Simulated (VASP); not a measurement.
# LiH (Fm-3m) in VASP: a series of runs, part 2 of 2

VASP 6.6.1. The steps go on from the part before.

### 6 Single point, PBEsol

File INCAR:

```
SYSTEM = LiH
PREC     = Accurate       ! precision mode
ENCUT    = 520            ! plane-wave cutoff, eV
EDIFF    = 1E-6           ! SCF threshold, eV
ISMEAR   = 0              ! smearing method
SIGMA    = 0.27           ! smearing width, eV
LREAL    = .False.        ! projectors in reciprocal space
LASPH    = .True.         ! aspherical terms in the spheres
NELM     = 60             ! most SCF steps
ALGO     = Normal         ! electronic algorithm
ISIF     = 2              ! what is computed and relaxed
LWAVE    = .False.        ! write WAVECAR
LCHARG   = .False.        ! write CHGCAR
GGA      = PS             ! functional
NBANDS   = 9              ! bands
```

File KPOINTS:

```
regular mesh
0
Gamma
  6 6 6
  0 0 0
```

File POSCAR:

```
LiH
1.0
    0.0000000000      2.0086193919      2.0086193919
    2.0086193919      0.0000000000      2.0086193919
    2.0086193919      2.0086193919      0.0000000000
Li H
1 1
Direct
    0.5320000000      0.0310000000      0.2060000000
    1.0320000000      0.5310000000      0.7060000000
```

Potentials or basis: VASP PAW PBE potentials, release 64 (Li_sv, H).

Started as:

```console
cat potpaw_PBE.64/Li_sv/POTCAR potpaw_PBE.64/H/POTCAR > POTCAR
mpirun -np 1 vasp_std > vasp.out
```

OUTCAR:

```text
SYSTEM = LiH
   PREC = Accurate
   ENCUT = 520
   EDIFF = 1E-6
   ISMEAR = 0
   LREAL = .False.
   LASPH = .True.
   NELM = 60
   ISIF = 2
   GGA = PS

 ion  position               nearest neighbor table
   1  0.532  0.031  0.206-
   2  0.032  0.531  0.706-

  LATTYP: Found a face centered cubic cell.
 ALAT       =     4.0172387838

  Lattice vectors:

 A1 = (   0.0000000000,   2.0086193919,   2.0086193919)
 A2 = (   2.0086193919,   0.0000000000,   2.0086193919)
 A3 = (   2.0086193919,   2.0086193919,   0.0000000000)

Analysis of symmetry for initial positions (statically):
=====================================================================
 Subroutine PRICEL returns:
 Original cell was already a primitive cell.

 Routine SETGRP: Setting up the symmetry group for a
 face centered cubic supercell.

 Subroutine GETGRP returns: Found 48 space group operations
 (whereof  1 operations were pure point group operations)
 out of a pool of 48 trial point group operations.

The static configuration has the point symmetry C_1 .
 The point group associated with its full space group is O_h .
[... 158 lines left out ...]
 fundamental gap:      2.7502988778
 Fermi energy:         1.2347923540

 k-point     1 :       0.0000    0.0000    0.0000
  band No.  band energies     occupation
      1     -43.5829      2.00000
      2      -5.3901      2.00000
      3      16.1518      0.00000
      4      17.7915      0.00000
      5      17.7915      0.00000
      6      17.7915      0.00000
      7      22.3902      0.00000
      8      22.3902      0.00000
      9      22.3902      0.00000
[... 169 lines left out ...]
 k-point    16 :      -0.3333    0.5000    0.1667
  band No.  band energies     occupation
      1     -43.5196      2.00000
      2      -0.0494      2.00000
      3       3.8951      0.00000
      4       6.9053      0.00000
      5      11.4511      0.00000
      6      17.4492      0.00000
      7      19.6223      0.00000
      8      28.6580      0.00000
      9      29.0163      0.00000

------------------------ aborting loop because EDIFF is reached ----------------------------------------

  FORCE on cell =-STRESS in cart. coord.  units (eV):
  Direction    XX          YY          ZZ          XY          YZ          ZX
  --------------------------------------------------------------------------------------
  -------------------------------------------------------------------------------------
  Total       -0.1132011     -0.1132011     -0.1132011     -0.0000000      0.0000000      0.0000000
  in kB      -11.1902105    -11.1902105    -11.1902105     -0.0000000      0.0000000      0.0000000
  external PRESSURE =     -11.1902105 kB  Pullay stress =       0.0000000 kB

 VOLUME and BASIS-vectors are now :
 -----------------------------------------------------------------------------
  energy-cutoff  :      520.00
  volume of cell :       16.21
      direct lattice vectors                 reciprocal lattice vectors
     0.000000000  2.008619392  2.008619392    -0.248927199  0.248927199  0.248927199
     2.008619392  0.000000000  2.008619392     0.248927199 -0.248927199  0.248927199
     2.008619392  2.008619392  0.000000000     0.248927199  0.248927199 -0.248927199

 POSITION                                       TOTAL-FORCE (eV/Angst)
 -----------------------------------------------------------------------------------
      0.47604      1.48236      1.13085         0.000000      0.000000     -0.000000
      2.48466      1.48236      1.13085        -0.000000     -0.000000      0.000000
 -----------------------------------------------------------------------------------
    total drift:                               -0.000004     -0.000006      0.000000

  FREE ENERGIE OF THE ION-ELECTRON SYSTEM (eV)
  ---------------------------------------------------
  free  energy   TOTEN  =        -6.1180727695 eV

  energy  without entropy=       -6.1180727694  energy(sigma->0) =       -6.11807277
```

OSZICAR:

```text
N       E                     dE             d eps       ncg     rms          rms(c)
DAV:   1     0.383856004684E+01    0.38386E+01   -0.23304E+03   288   0.468E+02
DAV:   2    -0.607952009136E+01   -0.99181E+01   -0.98675E+01   408   0.732E+01
DAV:   3    -0.633253751735E+01   -0.25302E+00   -0.25257E+00   327   0.120E+01
DAV:   4    -0.634169529602E+01   -0.91578E-02   -0.91560E-02   375   0.116E+00
DAV:   5    -0.634177145002E+01   -0.76154E-04   -0.76154E-04   350   0.101E-01    0.269E+00
DAV:   6    -0.617305022960E+01    0.16872E+00   -0.14465E-01   328   0.114E+00    0.134E+00
DAV:   7    -0.611696995050E+01    0.56080E-01   -0.17274E-01   321   0.141E+00    0.200E-01
DAV:   8    -0.611810266902E+01   -0.11327E-02   -0.35279E-03   308   0.420E-01    0.285E-02
DAV:   9    -0.611807479576E+01    0.27873E-04   -0.76640E-05   354   0.370E-02    0.670E-03
DAV:  10    -0.611807298400E+01    0.18118E-05   -0.30250E-06   333   0.129E-02    0.219E-03
DAV:  11    -0.611807276947E+01    0.21453E-06   -0.95877E-08   236   0.209E-03
   1 F= -.61180728E+01 E0= -.61180728E+01  d E =-.111304E-09
```

stdout:

```text
POSCAR found type information on POSCAR LiH
 POSCAR found :  2 types and       2 ions
 scaLAPACK will be used
 -----------------------------------------------------------------------------
|                                                                             |
|                                                                             |
|     You enforced a specific xc type in the INCAR file but a different       |
|     I HOPE YOU KNOW WHAT YOU ARE DOING!                                     |
|                                                                             |
 -----------------------------------------------------------------------------

 LDA part: xc-table for (Slater+PW92), standard interpolation
 POSCAR, INCAR and KPOINTS ok, starting setup
 FFT: planning ... GRIDC
 FFT: planning ... GRID_SOFT
 FFT: planning ... GRID
 WAVECAR not read
 entering main loop
```

It took 4.5 s on 1 thread of Intel Xeon Platinum 8375C at 2.90GHz (Ice Lake), shared host; peak memory 0.13 GiB.

Results:

```
Free energy            : -6.1181 eV
Band gap on the k mesh : 2.75 eV, direct
```

Caveat: the k points lie up to 0.45 Å⁻¹ apart; the cutoff is under 1.25 times the usual one of these potentials, so pressure, stress and relaxed cells hold a basis-set (Pulay) error; the PAW data sets were made with another functional, which shifts forces and pressure a little.

### 7 Overview

| level | potentials or basis | spin | k mesh | smearing | gap on the mesh (eV) |
| --- | --- | --- | --- | --- | --- |
| PBE | VASP PAW PBE potentials, release 64 (Li_sv, H) | off | 4 × 4 × 4 | gaussian 0.1 eV | 2.97 |
| LDA | VASP PAW LDA potentials, release 64 (Li_sv, H) | off | 4 × 4 × 4 | tetrahedron | 2.59 |
| PBE | VASP PAW PBE potentials, release 64 (Li_sv, H) | collinear, zero start | 1 × 2 × 5 | gaussian 0.1 eV | 4.39 |
| PBEsol | VASP PAW PBE potentials, release 64 (Li_sv, H) | off | 6 × 6 × 6 | gaussian 0.27 eV | 2.75 |

Alike in all rows: task single point; cell as given; cutoff (eV) 520.

Caveats: all runs use coarse meshes; the cutoff is under 1.25 times the usual one of these potentials, so pressure, stress and relaxed cells hold a basis-set (Pulay) error; the PAW data sets were made with another functional, which shifts forces and pressure a little (some runs).

Total energies depend on the potentials used, so only differences within one code and one set of settings carry meaning.
